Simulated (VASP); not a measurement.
# PtSe2 (P-3m1) in VASP: single point with PBE+U

Aim: the single point of PtSe2 with PBE+U.

Everything below comes from runs of VASP 6.6.1. Logs are shortened: lines on timing, memory, paths and dates and some standing lists are left out, and cuts for length are marked.

**1. The cell of the first run**

The structure is trigonal, space group P-3m1 (No. 164). Conventional cell: a = 3.724 Å, b = 3.724 Å, c = 5.062 Å, α = 90.00°, β = 90.00°, γ = 120.00°. Within 3.3 Å of Pt (site symmetry -3m) lie 6 Se at 2.49 Å. Within 3.3 Å of Se (site symmetry 3m) lie 3 Pt at 2.49 Å.

**2. Single point, PBE+U, collinear spin, zero start**

File INCAR:

```
PREC     = Accurate       # precision mode
ENCUT    = 520            # plane-wave cutoff, eV
EDIFF    = 1E-7           # SCF threshold, eV
ISMEAR   = 0              # smearing method
SIGMA    = 0.05           # smearing width, eV
LREAL    = False          # projectors in reciprocal space
LASPH    = True           # aspherical terms in the spheres
NELM     = 150            # most SCF steps
ALGO     = Normal         # electronic algorithm
ISIF     = 2              # what is computed and relaxed
LWAVE    = False          # write WAVECAR
LCHARG   = False          # write CHGCAR
ISPIN    = 2              # spin polarisation
MAGMOM   = 0 0 0          # initial moments
LORBIT   = 11             # projections on sites
LMAXMIX  = 4              # l up to which the mixer works
LDAU     = True           # DFT+U
LDAUTYPE = 1            
LDAUL    = 2 -1           # shell
LDAUU    = 2 0            # U, eV
LDAUJ    = 0.5 0        
LDAUPRINT= 1            
GGA      = PE             # functional
NBANDS   = 22             # bands
```

File KPOINTS:

```
regular mesh
0
Gamma
  6 6 4
```

File POSCAR:

```
PtSe2
1.0
    3.7240002900      0.0000000000      0.0000000000
   -1.8620001500      3.2250788600      0.0000000000
    0.0000000000      0.0000000000      5.0619995800
Pt Se
1 2
Direct
    0.0000000000      0.0000000000      0.0000000000
    0.3333333333      0.6666666667      0.2500000000
    0.6666666667      0.3333333333      0.7500000000
```

Potentials or basis: VASP PAW PBE potentials, release 64 (Pt, Se).

The run is started by

```sh
cat potpaw_PBE.64/Pt/POTCAR potpaw_PBE.64/Se/POTCAR > POTCAR
mpirun -np 1 vasp_std > vasp.out
```

OUTCAR:

```text
PREC = Accurate
   ENCUT = 520
   EDIFF = 1E-7
   ISMEAR = 0
   LREAL = False
   LASPH = True
   NELM = 150
   ISIF = 2
   ISPIN = 2
   LORBIT = 11
   GGA = PE

 ion  position               nearest neighbor table
   1  0.000  0.000  0.000-   3 2.49   2 2.49   3 2.49   2 2.49   3 2.49   2 2.49
   2  0.333  0.667  0.250-   1 2.49   1 2.49   1 2.49
   3  0.667  0.333  0.750-   1 2.49   1 2.49   1 2.49

  LATTYP: Found a hexagonal cell.
 ALAT       =     3.7240002900
 C/A-ratio  =     1.3592908662

  Lattice vectors:

 A1 = (   3.7240002900,   0.0000000000,   0.0000000000)
 A2 = (  -1.8620001500,   3.2250788600,   0.0000000000)
 A3 = (   0.0000000000,   0.0000000000,   5.0619995800)

Analysis of symmetry for initial positions (statically):
=====================================================================
 Subroutine PRICEL returns:
 Original cell was already a primitive cell.

 Routine SETGRP: Setting up the symmetry group for a
 hexagonal supercell.

 Subroutine GETGRP returns: Found 12 space group operations
 (whereof 12 operations were pure point group operations)
 out of a pool of 24 trial point group operations.

The static configuration has the point symmetry D_3d.

Analysis of symmetry for dynamics (positions and initial velocities):
=====================================================================
 Subroutine PRICEL returns:
 Original cell was already a primitive cell.

 Routine SETGRP: Setting up the symmetry group for a
 hexagonal supercell.

 Subroutine GETGRP returns: Found 12 space group operations
 (whereof 12 operations were pure point group operations)
 out of a pool of 24 trial point group operations.

The dynamic configuration has the point symmetry D_3d.

Analysis of structural, dynamic, and magnetic symmetry:
=====================================================================
 Subroutine PRICEL returns:
 Original cell was already a primitive cell.

 Routine SETGRP: Setting up the symmetry group for a
 hexagonal supercell.

 Subroutine GETGRP returns: Found 12 space group operations
 (whereof 12 operations were pure point group operations)
 out of a pool of 24 trial point group operations.

The overall configuration has the point symmetry D_3d.

 Subroutine INISYM returns: Found 12 space group operations
 (whereof 12 operations are pure point group operations),
 and found     1 'primitive' translations

----------------------------------------------------------------------------------------

                                     Primitive cell

  volume of cell :      60.7956

  direct lattice vectors                    reciprocal lattice vectors
     3.724000290  0.000000000  0.000000000     0.268528443  0.155034969  0.000000000
    -1.862000150  3.225078860  0.000000000     0.000000000  0.310069937  0.000000000
     0.000000000  0.000000000  5.061999580     0.000000000  0.000000000  0.197550392

  length of vectors
     3.724000290  3.724000297  5.061999580     0.310069938  0.310069937  0.197550392

  position of ions in fractional coordinates (direct lattice)
     0.000000000  0.000000000  0.000000000
     0.333333333  0.666666667  0.250000000
     0.666666667  0.333333333  0.750000000

  ion indices of the primitive-cell ions
   primitive index   ion index
                 1           1
                 2           2
                 3           3

----------------------------------------------------------------------------------------

 KPOINTS: regular mesh

Automatic generation of k-mesh.
 Grid dimensions read from file:
[... 76 lines left out ...]
   NUPDOWN=      -1.0000    fix difference up-down
   EMIN   =  10.00;   EMAX   =-10.00  energy-range for DOS
   EFERMI =   0.00;   METHOD = LEGACY
   ISMEAR =     0;   SIGMA  =   0.05  broadening in eV -4-tet -1-fermi 0-gaus
   EFERMI_NEDOS =   21; number of points for ismear=-14 and -15
   IALGO  =     38    algorithm
   IMIX   =      4    mixing-type and parameters
     AMIX     =   0.40;   BMIX     =  1.00
     AMIX_MAG =   1.60;   BMIX_MAG =  1.00
  volume/ion in A,a.u.               =      20.27       136.76
  Fermi-wavevector in a.u.,A,eV,Ry     =   1.166608  2.204570 18.517183  1.360975
  Thomas-Fermi vector in A             =   2.303119
   LORBIT       =     11    0 simple, 1 ext, 2 COOP (PROOUT), +10 PAW based schemes
 LDA+U is selected, type is set to LDAUTYPE =  1
   angular momentum for each species LDAUL =     2   -1
   U (eV)           for each species LDAUU =   2.0  0.0
   J (eV)           for each species LDAUJ =   0.5  0.0
   GGA     = PE    functional components
   LHFCALC =     F    Hartree Fock is set to
   AEXX    =    0.0000 exact exchange contribution
   IVDW    =     0    specifies the selected vdW correction
   LEPSILON=     F    determine dielectric tensor
   LRPA    =     F    only Hartree local field effects (RPA)
 spin polarized calculation
 Gauss-broadening in eV      SIGMA  =   0.05
  energy-cutoff  :      520.00
  volume of cell :       60.80
 maximum number of plane-waves:      1654
   NGX = 13   NGY = 13   NGZ = 19

 number of electron      21.9999999 magnetization      -0.0000002

atom =   1  type =  1  l = 2

 onsite density matrix

spin component  1

  0.8287  0.0000  0.0000  0.1005  0.0000
  0.0000  0.7704  0.0000 -0.0000  0.1005
  0.0000  0.0000  0.9011  0.0000  0.0000
  0.1005 -0.0000  0.0000  0.7704 -0.0000
  0.0000  0.1005  0.0000 -0.0000  0.8287

spin component  2

  0.8287  0.0000  0.0000  0.1005  0.0000
  0.0000  0.7704  0.0000 -0.0000  0.1005
  0.0000  0.0000  0.9012  0.0000  0.0000
  0.1005 -0.0000  0.0000  0.7704 -0.0000
  0.0000  0.1005  0.0000 -0.0000  0.8287

 occupancies and eigenvectors

  o =  0.6949  v =  0.0000  0.0000  0.0000  0.0000  0.0000  0.5567 -0.3002 -0.0000 -0.7411  0.2255      0.0000  0.0000  0.0000  0.0000  0.0000  0.0000  0.0000  0.0000  0.0000  0.0000
  o =  0.6949  v =  0.0000  0.0000  0.0000  0.0000  0.0000  0.2255  0.7411  0.0000 -0.3002 -0.5567      0.0000  0.0000  0.0000  0.0000  0.0000  0.0000  0.0000  0.0000  0.0000  0.0000
  o =  0.6949  v =  0.5567 -0.3002 -0.0000 -0.7411  0.2255  0.0000  0.0000  0.0000  0.0000  0.0000      0.0000  0.0000  0.0000  0.0000  0.0000  0.0000  0.0000  0.0000  0.0000  0.0000
  o =  0.6949  v =  0.2255  0.7411  0.0000 -0.3002 -0.5567  0.0000  0.0000  0.0000  0.0000  0.0000      0.0000  0.0000  0.0000  0.0000  0.0000  0.0000  0.0000  0.0000  0.0000  0.0000
  o =  0.9011  v =  0.0000  0.0000 -1.0000  0.0000  0.0000  0.0000  0.0000  0.0000  0.0000  0.0000      0.0000  0.0000  0.0000  0.0000  0.0000  0.0000  0.0000  0.0000  0.0000  0.0000
  o =  0.9012  v =  0.0000  0.0000  0.0000  0.0000  0.0000  0.0000  0.0000 -1.0000  0.0000  0.0000      0.0000  0.0000  0.0000  0.0000  0.0000  0.0000  0.0000  0.0000  0.0000  0.0000
  o =  0.9042  v =  0.0000  0.0000  0.0000  0.0000  0.0000  0.7411  0.2255  0.0000  0.5567  0.3002      0.0000  0.0000  0.0000  0.0000  0.0000  0.0000  0.0000  0.0000  0.0000  0.0000
  o =  0.9042  v =  0.0000  0.0000  0.0000  0.0000  0.0000 -0.3002  0.5567  0.0000 -0.2255  0.7411      0.0000  0.0000  0.0000  0.0000  0.0000  0.0000  0.0000  0.0000  0.0000  0.0000
  o =  0.9042  v =  0.7411  0.2255  0.0000  0.5567  0.3002  0.0000  0.0000  0.0000  0.0000  0.0000      0.0000  0.0000  0.0000  0.0000  0.0000  0.0000  0.0000  0.0000  0.0000  0.0000
  o =  0.9042  v = -0.3002  0.5567  0.0000 -0.2255  0.7411  0.0000  0.0000  0.0000  0.0000  0.0000      0.0000  0.0000  0.0000  0.0000  0.0000  0.0000  0.0000  0.0000  0.0000  0.0000

 number of electron      21.9999999 magnetization       0.0000004

 Free energy of the ion-electron system (eV)
  ---------------------------------------------------
  ext. energy  EPLUGINS =         0.00000000
  ---------------------------------------------------
  free energy    TOTEN  =       -13.12808313 eV

  energy without entropy =      -13.12597757  energy(sigma->0) =      -13.12703035

 E-fermi :   6.4711     XC(G=0): -10.6247

 val. band max:        6.4425676722   @ k =   0.0000   0.1667   0.2500
 cond. band min:       6.4777337797   @ k =   0.3333   0.3333   0.0000
 fundamental gap:      0.0351661075
 Fermi energy:         6.4711316237

 spin component 1

 k-point     1 :       0.0000    0.0000    0.0000
  band No.  band energies     occupation
      1      -9.1925      1.00000
      2      -6.3803      1.00000
      3      -0.7991      1.00000
      4      -0.0995      1.00000
      5      -0.0995      1.00000
      6       2.1478      1.00000
[... 589 lines left out ...]
     21      17.8467      0.00000
     22      19.3663      0.00000
 Fermi energy:         6.4711316237

 spin component 2

 k-point     1 :       0.0000    0.0000    0.0000
  band No.  band energies     occupation
      1      -9.1925      1.00000
      2      -6.3803      1.00000
      3      -0.7991      1.00000
      4      -0.0995      1.00000
      5      -0.0995      1.00000
      6       2.1478      1.00000
[... 589 lines left out ...]
     21      17.8467      0.00000
     22      19.3663      0.00000

------------------------ aborting loop because EDIFF is reached ----------------------------------------

  FORCE on cell =-STRESS in cart. coord.  units (eV):
  Direction    XX          YY          ZZ          XY          YZ          ZX
  --------------------------------------------------------------------------------------
  -------------------------------------------------------------------------------------
  Total        2.6197884      2.6197884      2.1399840     -0.0000000      0.0000000      0.0000000
  in kB       69.0406137     69.0406139     56.3960856     -0.0000001      0.0000000      0.0000000
  external PRESSURE =      64.8257711 kB  Pullay stress =       0.0000000 kB

 VOLUME and BASIS-vectors are now :
 -----------------------------------------------------------------------------
  energy-cutoff  :      520.00
  volume of cell :       60.80
      direct lattice vectors                 reciprocal lattice vectors
     3.724000290  0.000000000  0.000000000     0.268528443  0.155034969  0.000000000
    -1.862000150  3.225078860  0.000000000     0.000000000  0.310069937  0.000000000
     0.000000000  0.000000000  5.061999580     0.000000000  0.000000000  0.197550392

 POSITION                                       TOTAL-FORCE (eV/Angst)
 -----------------------------------------------------------------------------------
      0.00000      0.00000      0.00000        -0.000000      0.000000      0.000000
     -0.00000      2.15005      1.26550         0.000000     -0.000000      0.508218
      1.86200      1.07503      3.79650        -0.000000      0.000000     -0.508218
 -----------------------------------------------------------------------------------
    total drift:                               -0.000000     -0.000000     -0.000000

  FREE ENERGIE OF THE ION-ELECTRON SYSTEM (eV)
  ---------------------------------------------------
  free  energy   TOTEN  =       -13.1280831271 eV

  energy  without entropy=      -13.1259775688  energy(sigma->0) =      -13.12703035

 total charge

# of ion       s       p       d       tot
------------------------------------------
    1        0.682   0.719   8.145   9.546
    2        1.485   2.242   0.068   3.796
    3        1.485   2.242   0.068   3.796
--------------------------------------------------
tot          3.653   5.203   8.282  17.138

 magnetization (x)

# of ion       s       p       d       tot
------------------------------------------
    1       -0.000  -0.000  -0.000  -0.000
    2        0.000  -0.000   0.000   0.000
    3        0.000  -0.000   0.000   0.000
--------------------------------------------------
tot         -0.000  -0.000  -0.000  -0.000
```

Wall time 54 s (1 thread of Intel Xeon 6975P-C (Granite Rapids), shared host); peak memory 0.21 GiB.

What came out:

| Property | Result |
| --- | --- |
| Free energy | -13.1281 eV |
| Pressure | 6.5 GPa |
| Largest force | 0.508 eV/Å |
| Band gap on the k mesh | zero (filled and empty bands overlap) |
| Net moment | 0.00 μB per cell |
| Valence electrons inside the program's atomic spheres | Pt 9.55; Se 3.80 |

Forces in eV/Å, atoms in the order of the input:
```
Pt   0.000  0.000  0.000
Se   0.000  0.000  0.508
Se   0.000  0.000 -0.508
```

Eigenvalues of the final occupation matrices:
```
    site  spin  trace               eigenvalues
site 1 d     1   4.10  0.69 0.69 0.90 0.90 0.90
site 1 d     2   4.10  0.69 0.69 0.90 0.90 0.90
```

Caveat: spin-orbit coupling is left out, which moves the levels of the heavy elements.
